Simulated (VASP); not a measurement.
# Sb: single point with r2SCAN

Crystal: Sb.

```
Sb
1.0
     3.35827    0.00000    0.00000
    -1.67914    2.90835    0.00000
     0.00000    0.00000    5.54619
Sb
2
Direct
  0.33333 0.66667 0.25000
  0.66667 0.33333 0.75000
```

This isn't the form of Sb at room conditions, which is rhombohedral.

| Quantity | Value |
| --- | --- |
| Program | VASP 6.6.1 |
| Task | single point |
| Functional | r2SCAN |
| Potentials or basis | VASP PAW PBE potentials, release 64 (Sb) |
| Cutoff | 550 eV |
| k mesh | 12 × 12 × 6 |
| Occupations | gaussian, width 0.1 eV |
| Spin | no spin polarisation |

```yaml
Pressure: 0.1 GPa
Band_gap_on_the_k_mesh: zero (bands 5 and 6 overlap by 8.09 eV)
```

Stress tensor (GPa, compression positive):
```
-0.08  0.00  0.00
 0.00 -0.08  0.00
 0.00  0.00  0.41
```

Levels at points of the mesh, in eV from the Fermi level:
| k point | band 2 | band 3 | band 4 | band 5 | band 6 | band 7 | band 8 | band 9 |
| --- | --- | --- | --- | --- | --- | --- | --- | --- |
| (0.00, 0.00, 0.00) | -9.60 | -6.07 | 3.92 | 3.92 | 5.55 | 5.61 | 5.61 | 8.47 |
| (0.50, 0.00, 0.00) | -8.29 | -4.51 | -3.30 | -2.35 | -0.02 | 0.52 | 3.84 | 4.92 |
| (0.00, 0.00, 0.50) | -12.21 | -0.90 | -0.90 | 4.75 | 4.75 | 4.75 | 4.75 | 9.40 |
| (0.50, 0.00, 0.50) | -8.73 | -5.55 | -5.55 | 1.78 | 1.78 | 1.83 | 1.83 | 6.36 |

Run time: 3.7 min on 1 thread of Intel(R) Xeon(R) Platinum 8375C CPU @ 2.90GHz (Ice Lake) (shared host), peak memory 0.21 GiB.

Caveat: the PAW data sets were made with another functional, which shifts forces and pressure a little; spin-orbit coupling is left out, which moves the levels of the heavy elements.
